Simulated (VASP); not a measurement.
A run of VASP 6.6.1 is set up as follows.

INCAR

```
ALGO = Normal ; EDIFF = 1E-6
ENCUT = 520 ; GGA = PS
ISIF = 2 ; ISMEAR = 0
LASPH = True ; LCHARG = False
LREAL = False ; LWAVE = False
NBANDS = 26 ; NELM = 100
PREC = Accurate ; SIGMA = 0.05
```

KPOINTS

```
k-points
0
Gamma
  10 10 6
```

Contents of POSCAR:

```
AgCl
1.0
    3.3311591989      0.0000000000      0.0000000000
    0.0000000000      3.3311591989      0.0000000000
    0.0000000000      0.0000000000      6.6623183978
Ag Cl
2 2
Direct
   -0.1116728375      0.0000000000      0.0000000000
    0.1116728375      0.0000000000      0.5000000000
    0.3809123262      0.5000000000      0.2500000000
    0.6190876738      0.5000000000      0.7500000000
```

Potentials or basis: VASP PAW PBE potentials, release 64 (Ag, Cl).

Run with:

```console
$ cat potpaw_PBE.64/Ag/POTCAR potpaw_PBE.64/Cl/POTCAR > POTCAR
$ mpirun -np 1 vasp_std > vasp.out
```

(1) What does it give for the pressure?

(2) Predict the band gap on the k mesh.

(3) What does it give for the largest force?

Answers

(1) 4.1 GPa.

(2) 0.49 eV.

(3) 0.680 eV/Å.

Caveat: the cell differs from its parent crystal (atoms displaced along several vibrational modes); the cell stands under pressure; semilocal functionals underestimate gaps, and a narrow one can read as zero; the PAW data sets were made with another functional, which shifts forces and pressure a little.
